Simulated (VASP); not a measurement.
B7P: relaxation of cell and atoms with PBE

The system is B7P.

```
CELL_PARAMETERS angstrom
3.76379 0.00000 0.00000
-1.88189 3.25954 0.00000
0.00000 0.00000 6.01771
ATOMIC_POSITIONS crystal
B 0.50000 0.00000 0.00000
B 0.00000 0.50000 0.00000
B 0.50000 0.50000 0.00000
B 0.50000 0.00000 0.50000
B 0.00000 0.50000 0.50000
B 0.50000 0.50000 0.50000
B 0.00000 0.00000 0.50000
P 0.00000 0.00000 0.00000
```

- Program: VASP 6.6.1
- Task: relaxation of cell and atoms
- Functional: PBE
- Potentials or basis: VASP PAW PBE potentials, release 64 (B, P)
- Cutoff: 600 eV
- k mesh: 6 × 6 × 4
- Occupations: gaussian, width 0.1 eV
- Spin: no spin polarisation
- Dipole correction: no
- Further INCAR settings: ALGO = Normal; EDIFF = 1e-06; IBRION = 2; EDIFFG = -0.04; NSW = 90; ISIF = 3

* Relaxed volume: 11.02 Å³/atom
* Relaxed cell: a = 3.665 Å, b = 3.665 Å, c = 7.581 Å, α = 90.00°, β = 90.00°, γ = 120.00°
* Space group after relaxing (to 0.05 Å): P6/mmm (No. 191)
* Energy gained by relaxing: 42.5 meV/atom
* Ionic steps: 15
* Pressure after relaxing: 0.2 GPa
* Band gap on the k mesh: zero (band 13 reaches 5.24 eV, above the bottom of band 14 at 3.12 eV)

Stress tensor (GPa, compression positive):
```
 0.47  0.00  0.00
 0.00  0.47  0.00
 0.00  0.00 -0.27
```

Step by step:
```tsv
step	energy change (eV)	largest force (eV/Å)	pressure (GPa)	volume (Å³)
1	0.0000	0.0000	-7.23	73.83
2	-0.1008	0.0000	6.79	69.43
3	-0.1273	0.0000	1.50	70.77
4	-0.1274	0.0000	1.77	70.69
5	-0.1532	0.0000	1.87	71.36
6	-0.2234	0.0000	2.44	73.32
7	-0.2550	0.0000	5.63	77.14
8	-0.2681	0.0000	4.96	77.72
9	-0.3006	0.0000	3.09	79.49
10	-0.3322	0.0000	-0.12	83.09
11	-0.3339	0.0000	-0.92	84.13
12	-0.3339	0.0000	-1.03	84.28
13	-0.3366	0.0000	-0.87	84.77
14	-0.3405	0.0000	-0.51	85.91
15	-0.3399	0.0000	0.23	88.17
```

Final structure:
```
B P
1.0
     3.66460    0.00000    0.00000
    -1.83230    3.17364    0.00000
     0.00000    0.00000    7.58094
B P
7 1
Direct
  0.50000 0.00000 0.00000
  0.00000 0.50000 0.00000
  0.50000 0.50000 0.00000
  0.50000 0.00000 0.50000
  0.00000 0.50000 0.50000
  0.50000 0.50000 0.50000
  0.00000 0.00000 0.50000
  0.00000 0.00000 0.00000
```

Levels at points of the mesh, in eV from the Fermi level:
| k point | band 10 | band 11 | band 12 | band 13 | band 14 | band 15 |
| --- | --- | --- | --- | --- | --- | --- |
| (0.00, 0.00, 0.00) | -5.66 | -1.94 | -1.38 | -1.38 | 0.33 | 0.33 |
| (0.50, 0.00, 0.00) | -3.82 | -2.28 | -2.09 | 0.46 | 2.45 | 2.86 |
| (0.00, 0.00, 0.50) | -6.27 | -1.93 | -1.38 | -1.38 | 0.30 | 0.31 |
| (0.50, 0.00, 0.50) | -3.35 | -2.79 | -2.75 | 0.46 | 2.69 | 3.01 |

Run time: 2.7 min on 1 thread of Intel(R) Xeon(R) Platinum 8559C (Emerald Rapids), on a shared host, peak memory 0.2 GiB.

Caveat: the volume moved by over 15 % at a fixed basis, so the end points are rough; this functional lacks dispersion, which binds the layers, so the pressure and a relaxed spacing across them are unreliable.
